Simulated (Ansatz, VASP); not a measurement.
# Two plane-wave programs on SiC

```
Si C
1.0
     0.00000    2.18984    2.18984
     2.18984    0.00000    2.18984
     2.18984    2.18984    0.00000
Si C
1 1
Direct
  0.00000 0.00000 0.00000
  0.25000 0.25000 0.25000
```

Alike in both runs: task single point; functional PBE; k mesh 18 × 18 × 18; occupations gaussian, width 0.05 eV; no spin polarisation.

|  | VASP | Ansatz |
| --- | --- | --- |
| version | VASP 6.6.1 | Ansatz 0.2.0 |
| potentials or method | VASP PAW PBE potentials, release 64 (Si, C), cutoff 520 eV | scalar-relativistic, plane waves, PAW |
| valence electrons in the cell | 8 | 8 |

```tsv
	VASP	Ansatz	Ansatz less VASP
gap on the k mesh at the Fermi level (eV)	1.37	1.37	+0.002
least direct gap on the mesh (eV)	4.53	4.53	+0.003
pressure (GPa)	0.0	0.0	+0.05
```
